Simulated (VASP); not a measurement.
# Lu: single point with PBE

Crystal: Lu.

```
CELL_PARAMETERS angstrom
0.00000 2.33778 2.33778
2.33778 0.00000 2.33778
2.33778 2.33778 0.00000
ATOMIC_POSITIONS crystal
Lu 0.00000 0.00000 0.00000
```

This isn't the form of Lu at room conditions, which is hcp.

```
Program             : VASP 6.6.1
Task                : single point
Functional          : PBE
Potentials or basis : VASP PAW PBE potentials, release 64 (Lu)
Cutoff              : 520 eV
k mesh              : 14 × 14 × 14
Occupations         : fermi-dirac, width 0.05 eV
Spin                : no spin polarisation
```

```yaml
Pressure: 6.9 GPa
Band_gap_on_the_k_mesh: zero (an odd number of electrons rules out a gap without spin polarisation)
```

Levels at points of the mesh, in eV from the Fermi level:
| k point | band 9 | band 10 | band 11 | band 12 | band 13 | band 14 | band 15 | band 16 |
| --- | --- | --- | --- | --- | --- | --- | --- | --- |
| (0.00, 0.00, 0.00) | -4.80 | -4.69 | -4.69 | -4.69 | 2.36 | 2.36 | 2.36 | 5.13 |
| (0.50, 0.00, 0.00) | -4.72 | -4.72 | -4.69 | -2.82 | 0.71 | 2.10 | 2.10 | 7.19 |
| (0.50, 0.50, 0.00) | -4.73 | -4.73 | -4.73 | -2.40 | -1.13 | 2.54 | 7.22 | 7.82 |

Run time: 92 s on 1 thread of AMD EPYC 7R13, on a shared host, peak memory 0.2 GiB.

Caveat: the cell stands under pressure; spin-orbit coupling is left out, which moves the levels of the heavy elements.
